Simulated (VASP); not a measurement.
W: relaxation of cell and atoms with r2SCAN+rVV10

W:

```
W
1.0
    -1.58234    1.58234    1.58234
     1.58234   -1.58234    1.58234
     1.58234    1.58234   -1.58234
W
1
Direct
  0.00000 0.00000 0.00000
```

```json
{
  "Program": "VASP 6.6.1",
  "Task": "relaxation of cell and atoms",
  "Functional": "r2SCAN",
  "Dispersion": "rVV10",
  "Potentials or basis": "VASP PAW PBE potentials, release 64 (W_sv)",
  "Cutoff": "600 eV",
  "k mesh": "12 × 12 × 12",
  "Occupations": "fermi-dirac, width 0.1 eV",
  "Spin": "no spin polarisation",
  "Dipole correction": "no",
  "Further INCAR settings": "ALGO = Normal; EDIFF = 1e-06; IBRION = 2; EDIFFG = -0.03; NSW = 80; ISIF = 3"
}
```

The relaxed volume is 15.90 Å³/atom, the relaxed cell is a = 2.744 Å, b = 2.744 Å, c = 2.744 Å, α = 109.47°, β = 109.47°, γ = 109.47° and the space group after relaxing (to 0.05 Å) is Im-3m (No. 229). The energy gained by relaxing is 0.2 meV/atom and the ionic steps are 3. The pressure after relaxing is 0.0 GPa and the band gap on the k mesh is zero (band 7 reaches 16.56 eV, above the bottom of band 8 at 9.96 eV).

The path:
```tsv
step	energy change (eV)	largest force (eV/Å)	pressure (GPa)	volume (Å³)
1	0.0000	0.0000	1.06	15.85
2	0.0021	0.0000	-3.78	16.09
3	-0.0002	0.0000	-0.03	15.90
```

Final structure:
```
W
1.0
    -1.58403    1.58403    1.58403
     1.58403   -1.58403    1.58403
     1.58403    1.58403   -1.58403
W
1
Direct
  0.00000 0.00000 0.00000
```

Levels at points of the mesh, in eV from the Fermi level:
```tsv
k point	band 4	band 5	band 6	band 7	band 8	band 9	band 10	band 11
(0.00, 0.00, 0.00)	-38.85	-10.01	-1.16	-1.16	-1.16	2.67	2.67	15.35
(0.50, 0.00, 0.00)	-38.86	-6.44	-3.62	0.62	2.51	3.56	6.44	11.73
(0.50, 0.50, 0.50)	-39.80	-5.89	-5.89	5.44	5.44	5.44	8.62	8.62
```

Wall time 3.6 min on 1 thread of Intel(R) Xeon(R) Platinum 8375C CPU @ 2.90GHz (Ice Lake) (shared host), peak memory 0.23 GiB.

Caveat: the PAW data sets were made with another functional, which shifts forces and pressure a little; spin-orbit coupling is left out, which moves the levels of the heavy elements. Zero-point motion and thermal expansion aren't in these numbers.
